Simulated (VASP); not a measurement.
# LiH20ClO10 in VASP: a series of runs

LiH20ClO10 is run at these levels: PBE; tasks: single point.

Program: VASP 6.6.1. These are calculated values, not measurements. Logs are shortened: lines on timing, memory, paths and dates and some standing lists are left out, and cuts for length are marked.

### Step 1. The cell of the first run

The cell holds a disordered packing, 32 atoms: a = 6.765 Å, b = 6.765 Å, c = 6.765 Å, α = 90.00°, β = 90.00°, γ = 90.00°.

### Step 2. Single point, PBE

File INCAR:

```
PREC = Accurate
ENCUT = 520
EDIFF = 1E-6
ISMEAR = -1
SIGMA = 0.05
LREAL = Auto
LASPH = T
NELM = 100
ALGO = Normal
ISIF = 2
LWAVE = F
LCHARG = F
GGA = PE
NBANDS = 67
```

File KPOINTS:

```
regular mesh
0
Gamma
  1 1 1
```

File POSCAR:

```
LiH20ClO10
1.0
    6.7649870000      0.0000000000      0.0000000000
    0.0000000000      6.7649870000      0.0000000000
    0.0000000000      0.0000000000      6.7649870000
O H Li Cl
10 20 1 1
Direct
    0.5688111448      0.8044509176      0.5514127374
    0.7595432186      0.1710720213      0.2526834124
    0.0559202848      0.2131415774      0.7597353846
    0.3195423731      0.8075255725      0.1813455074
    0.0790688881      0.7520191835      0.5300675375
    0.2886480048      0.2116633779      0.4144427772
    0.5723292595      0.6285895302      0.8884126459
    0.8383460308      0.5513092634      0.3736001267
    0.3816267496      0.2713826353      0.0364080522
    0.6184934280      0.2518260567      0.7263872052
    0.6234453961      0.7315017752      0.4364827309
    0.6250270695      0.7255741955      0.6556997079
    0.7545173405      0.0327864636      0.2640359841
    0.6541032525      0.1955214400      0.1587290559
    0.1116040578      0.1516336986      0.6401047038
   -0.0293866049      0.1081598531      0.8210215334
    0.4149601470      0.8110732511      0.0739986640
    0.3386850559      0.6686782990      0.2227498737
    0.0616261347      0.6907773807      0.6529206930
   -0.0385662234      0.6778431355      0.4623364391
    0.3856326701      0.2360536687      0.3046864687
    0.3937627670      0.2132154873      0.5173550223
    0.6986857477      0.6923442721      0.9458702581
    0.5864312821      0.5157585669      0.9713839805
    0.8923594384      0.6086042737      0.2498600515
    0.8298020381      0.4021885038      0.3250412750
    0.2449228653      0.2863420137      0.0035920246
    0.4313829428      0.2453958892     -0.1030600650
    0.7113243529      0.3645092001      0.6984344538
    0.6602082162      0.1532005900      0.6268009089
    0.3245682512     -0.1472582283      0.4602078319
    0.9203417538      0.8477621613      1.0264764736
```

Potentials or basis: VASP PAW PBE potentials, release 64 (O, H, Li_sv, Cl).

Command:

```console
cat potpaw_PBE.64/O/POTCAR potpaw_PBE.64/H/POTCAR potpaw_PBE.64/Li_sv/POTCAR potpaw_PBE.64/Cl/POTCAR > POTCAR
mpirun -np 1 vasp_gam > vasp.out
```

OUTCAR:

```text
PREC = Accurate
   ENCUT = 520
   EDIFF = 1E-6
   ISMEAR = -1
   LREAL = Auto
   LASPH = T
   NELM = 100
   ISIF = 2
   GGA = PE

 ion  position               nearest neighbor table
   1  0.569  0.804  0.551-  12 0.96  11 0.99  31 1.79
   2  0.760  0.171  0.253-  13 0.94  14 0.97
   3  0.056  0.213  0.760-  15 0.98  16 1.00
   4  0.320  0.808  0.181-  17 0.97  18 0.99  31 1.91
   5  0.079  0.752  0.530-  19 0.94  20 1.05  31 1.86
   6  0.289  0.212  0.414-  22 1.00  21 1.00
   7  0.572  0.629  0.888-  24 0.95  23 1.03
   8  0.838  0.551  0.374-  25 0.99  26 1.06  20 1.34
   9  0.382  0.271  0.036-  27 0.96  28 1.02
  10  0.618  0.252  0.726-  30 0.99  29 1.01
  11  0.623  0.732  0.436-   1 0.99
  12  0.625  0.726  0.656-   1 0.96
  13  0.755  0.033  0.264-   2 0.94
  14  0.654  0.196  0.159-   2 0.97
  15  0.112  0.152  0.640-   3 0.98
  16  0.971  0.108  0.821-   3 1.00
  17  0.415  0.811  0.074-   4 0.97
  18  0.339  0.669  0.223-   4 0.99
  19  0.062  0.691  0.653-   5 0.94
  20  0.961  0.678  0.462-   5 1.05   8 1.34
  21  0.386  0.236  0.305-   6 1.00
  22  0.394  0.213  0.517-   6 1.00
  23  0.699  0.692  0.946-   7 1.03
  24  0.586  0.516  0.971-   7 0.95
  25  0.892  0.609  0.250-   8 0.99
  26  0.830  0.402  0.325-   8 1.06
  27  0.245  0.286  0.004-   9 0.96
  28  0.431  0.245  0.897-   9 1.02
  29  0.711  0.365  0.698-  10 1.01
  30  0.660  0.153  0.627-  10 0.99
  31  0.325  0.853  0.460-   1 1.79   5 1.86   4 1.91
  32  0.920  0.848  0.026-

  LATTYP: Found a simple cubic cell.
 ALAT       =     6.7649870000

  Lattice vectors:

 A1 = (   6.7649870000,   0.0000000000,   0.0000000000)
 A2 = (   0.0000000000,   6.7649870000,   0.0000000000)
 A3 = (   0.0000000000,   0.0000000000,   6.7649870000)

Analysis of symmetry for initial positions (statically):
=====================================================================
 Subroutine PRICEL returns:
 Original cell was already a primitive cell.

 Routine SETGRP: Setting up the symmetry group for a
 simple cubic supercell.

 Subroutine GETGRP returns: Found  1 space group operations
 (whereof  1 operations were pure point group operations)
 out of a pool of 48 trial point group operations.

The static configuration has the point symmetry C_1 .

Analysis of symmetry for dynamics (positions and initial velocities):
=====================================================================
 Subroutine PRICEL returns:
 Original cell was already a primitive cell.

 Routine SETGRP: Setting up the symmetry group for a
 simple cubic supercell.

 Subroutine GETGRP returns: Found  1 space group operations
 (whereof  1 operations were pure point group operations)
 out of a pool of 48 trial point group operations.

The dynamic configuration has the point symmetry C_1 .

 Subroutine INISYM returns: Found  1 space group operations
 (whereof  1 operations are pure point group operations),
 and found     1 'primitive' translations

----------------------------------------------------------------------------------------

                                     Primitive cell

  volume of cell :     309.6000

  direct lattice vectors                    reciprocal lattice vectors
     6.764987000  0.000000000  0.000000000     0.147819944  0.000000000  0.000000000
     0.000000000  6.764987000  0.000000000     0.000000000  0.147819944  0.000000000
     0.000000000  0.000000000  6.764987000     0.000000000  0.000000000  0.147819944

  length of vectors
     6.764987000  6.764987000  6.764987000     0.147819944  0.147819944  0.147819944

  position of ions in fractional coordinates (direct lattice)
     0.568811145  0.804450918  0.551412737
     0.759543219  0.171072021  0.252683412
     0.055920285  0.213141577  0.759735385
     0.319542373  0.807525572  0.181345507
     0.079068888  0.752019184  0.530067538
     0.288648005  0.211663378  0.414442777
[... 24 lines left out ...]
     0.324568251  0.852741772  0.460207832
     0.920341754  0.847762161  0.026476474

  ion indices of the primitive-cell ions
   primitive index   ion index
                 1           1
                 2           2
                 3           3
                 4           4
                 5           5
                 6           6
[... 24 lines left out ...]
                31          31
                32          32

----------------------------------------------------------------------------------------

 KPOINTS: regular mesh

Automatic generation of k-mesh.
 Grid dimensions read from file:
 generate k-points for:    1    1    1

 Generating k-lattice:

  Cartesian coordinates                     Fractional coordinates (reciprocal lattice)
     0.147819944  0.000000000  0.000000000     1.000000000  0.000000000  0.000000000
     0.000000000  0.147819944  0.000000000     0.000000000  1.000000000  0.000000000
     0.000000000  0.000000000  0.147819944     0.000000000  0.000000000  1.000000000

  Length of vectors
     0.147819944  0.147819944  0.147819944

  Shift w.r.t. Gamma in fractional coordinates (k-lattice)
     0.000000000  0.000000000  0.000000000

 Subroutine IBZKPT returns following result:
 ===========================================

 Found      1 irreducible k-points:

 Following reciprocal coordinates:
            Coordinates               Weight
  0.000000  0.000000  0.000000      1.000000
   k-points           NKPTS =      1   k-points in BZ     NKDIM =      1   number of bands    NBANDS=     67
   number of dos      NEDOS =    301   number of ions     NIONS =     32
   total plane-waves  NPLWV = 125000
   dimension x,y,z NGX =    50 NGY =   50 NGZ =   50
   dimension x,y,z NGXF=   100 NGYF=  100 NGZF=  100
   ions per type =              10  20   1   1
   NGX,Y,Z   is equivalent  to a cutoff of  12.29, 12.29, 12.29 a.u.
   NGXF,Y,Z  is equivalent  to a cutoff of  24.57, 24.57, 24.57 a.u.
 SYSTEM =  unknown system
   PREC   = accura    normal or accurate (medium, high low for compatibility)
   ISTART =      0    job   : 0-new  1-cont  2-samecut
   ICHARG =      2    charge: 1-file 2-atom 10-const
   ISPIN  =      1    spin polarized calculation?
   LNONCOLLINEAR =      F non collinear calculations
   LSORBIT =      F    spin-orbit coupling
   LASPH  =      T    aspherical Exc in radial PAW
   ENCUT  =  520.0 eV  38.22 Ry    6.18 a.u.  12.58 12.58 12.58*2*pi/ulx,y,z
   NELM   =    100;   NELMIN=  2; NELMDL= -5     # of ELM steps
   EDIFF  = 0.1E-05   stopping-criterion for ELM
   LREAL  =      T    real-space projection
   EDIFFG = 0.1E-04   stopping-criterion for IOM
   NSW    =      0    number of steps for IOM
   IBRION =     -1    ionic relax: 0-MD 1-quasi-New 2-CG
   NFREE  =      0    steps in history (QN), initial steepest desc. (CG)
   ISIF   =      2    stress and relaxation
   ISYM   =      2    0-nonsym 1-usesym 2-fastsym
   POTIM  = 0.5000    time-step for ionic-motion
   TEBEG  =    0.0;   TEEND  =   0.0 temperature during run
   PSTRESS=    0.0 pullay stress
   NELECT =      90.0000    total number of electrons
   NUPDOWN=      -1.0000    fix difference up-down
   EMIN   =  10.00;   EMAX   =-10.00  energy-range for DOS
   EFERMI =   0.00;   METHOD = LEGACY
   ISMEAR =    -1;   SIGMA  =   0.05  broadening in eV -4-tet -1-fermi 0-gaus
   EFERMI_NEDOS =   21; number of points for ismear=-14 and -15
   IALGO  =     38    algorithm
   IMIX   =      4    mixing-type and parameters
     AMIX     =   0.40;   BMIX     =  1.00
     AMIX_MAG =   1.60;   BMIX_MAG =  1.00
  volume/ion in A,a.u.               =       9.67        65.29
  Fermi-wavevector in a.u.,A,eV,Ry     =   1.084481  2.049372 16.001805  1.176100
  Thomas-Fermi vector in A             =   2.220572
   LORBIT       =      0    0 simple, 1 ext, 2 COOP (PROOUT), +10 PAW based schemes
   GGA     = PE    functional components
   LHFCALC =     F    Hartree Fock is set to
   AEXX    =    0.0000 exact exchange contribution
   IVDW    =     0    specifies the selected vdW correction
   LEPSILON=     F    determine dielectric tensor
   LRPA    =     F    only Hartree local field effects (RPA)
 non-spin polarized calculation
  energy-cutoff  :      520.00
  volume of cell :      309.60
 maximum number of plane-waves:      4193
 NGX is ok and might be reduce to    50
   NGX = 25   NGY = 25   NGZ = 25

 number of electron      89.9999974 magnetization

 Free energy of the ion-electron system (eV)
  ---------------------------------------------------
  ext. energy  EPLUGINS =         0.00000000
  ---------------------------------------------------
  free energy    TOTEN  =      -150.92352147 eV

  energy without entropy =     -150.92352147  energy(sigma->0) =     -150.92352147

 E-fermi :  -0.6765     XC(G=0):  -7.3137

 val. band max:       -2.0339203609   @ k =   0.0000   0.0000   0.0000
 cond. band min:       1.5920401787   @ k =   0.0000   0.0000   0.0000
 fundamental gap:      3.6259605396
 Fermi energy:        -0.6764571760

 k-point     1 :       0.0000    0.0000    0.0000
  band No.  band energies     occupation
      1     -45.0663      2.00000
      2     -22.5385      2.00000
      3     -22.1750      2.00000
      4     -22.1542      2.00000
      5     -21.9910      2.00000
      6     -21.7704      2.00000
[... 49 lines left out ...]
     56       6.8162      0.00000
     57       7.0528      0.00000
 [bands above 57 left out]

------------------------ aborting loop because EDIFF is reached ----------------------------------------

  FORCE on cell =-STRESS in cart. coord.  units (eV):
  Direction    XX          YY          ZZ          XY          YZ          ZX
  --------------------------------------------------------------------------------------
  -------------------------------------------------------------------------------------
  Total        5.1535152      3.3511926      7.2616500     -0.2232315     -1.2425354      1.8718162
  in kB       26.6693998     17.3423951     37.5789806     -1.1552212     -6.4301109      9.6866337
  external PRESSURE =      27.1969252 kB  Pullay stress =       0.0000000 kB

 VOLUME and BASIS-vectors are now :
 -----------------------------------------------------------------------------
  energy-cutoff  :      520.00
  volume of cell :      309.60
      direct lattice vectors                 reciprocal lattice vectors
     6.764987000  0.000000000  0.000000000     0.147819944  0.000000000  0.000000000
     0.000000000  6.764987000  0.000000000     0.000000000  0.147819944  0.000000000
     0.000000000  0.000000000  6.764987000     0.000000000  0.000000000  0.147819944

 POSITION                                       TOTAL-FORCE (eV/Angst)
 -----------------------------------------------------------------------------------
      3.84800      5.44210      3.73030         0.523231      0.279240     -1.638207
      5.13830      1.15730      1.70940        -0.534607      2.664522      0.311211
      0.37830      1.44190      5.13960        -0.501459     -0.637340      0.155946
      2.16170      5.46290      1.22680         0.794230     -1.079317      0.932854
      0.53490      5.08740      3.58590        -0.228961      0.736284     -1.258440
      1.95270      1.43190      2.80370         2.224321     -0.174478      0.366038
[... 24 lines left out ...]
      2.19570      5.76879      3.11330        -0.925811      0.666419     -0.181147
      6.22610      5.73510      0.17911        -0.431136     -0.579868     -0.235716
 -----------------------------------------------------------------------------------
    total drift:                               -0.001062      0.006675     -0.010973

  FREE ENERGIE OF THE ION-ELECTRON SYSTEM (eV)
  ---------------------------------------------------
  free  energy   TOTEN  =      -150.9235214681 eV

  energy  without entropy=     -150.9235214681  energy(sigma->0) =     -150.92352147
```

Run time: 84 s. Hardware: 1 thread of Intel Xeon 8259CL, shared host; peak memory 0.33 GiB.

Results:

* Free energy: -150.9235 eV
* Largest force: 3.996 eV/Å
* Band gap on the k mesh: 3.63 eV

Forces on the atoms (eV/Å):
```
O    0.523  0.279 -1.638
O   -0.535  2.665  0.311
O   -0.501 -0.637  0.156
O    0.794 -1.079  0.933
O   -0.229  0.736 -1.258
O    2.224 -0.174  0.366
O    1.270  1.034  0.480
O   -1.332 -2.911 -2.391
O    1.419 -0.179 -1.330
O    0.952  0.330 -1.428
H    0.089  0.319  0.187
H   -0.241 -0.364  1.318
H    0.741 -2.101  0.101
H   -0.280  0.176 -0.366
H   -0.361  0.303  0.278
H    0.770  0.456 -0.236
H    0.127  0.158 -0.569
H   -0.523  0.256 -0.452
H    0.298 -0.558  2.351
H    1.675  0.612  0.600
H   -1.464 -0.312 -0.260
H   -0.811  0.379  0.343
H   -0.193  0.869 -0.650
H   -0.925 -1.620  0.359
H   -0.216  0.605 -0.488
H    0.080  1.296  1.306
H   -1.361  0.014  0.076
H    0.284  0.232  1.275
H   -0.908 -0.914  0.460
H   -0.010  0.044  0.583
Li  -0.926  0.666 -0.181
Cl  -0.431 -0.580 -0.236
```

Levels at points of the mesh, in eV from the valence-band top:
```tsv
k point	band 42	band 43	band 44	band 45	band 46	band 47	band 48	band 49
(0.00, 0.00, 0.00)	-0.92	-0.47	-0.22	0.00	3.63	6.37	6.86	6.98
```

Caveat: the k points lie up to 0.93 Å⁻¹ apart, too coarse for converged energies, forces and pressures; the cutoff is under 1.25 times the usual one of these potentials, so pressure, stress and relaxed cells hold a basis-set (Pulay) error.

(Continued in part 2 of 2.)
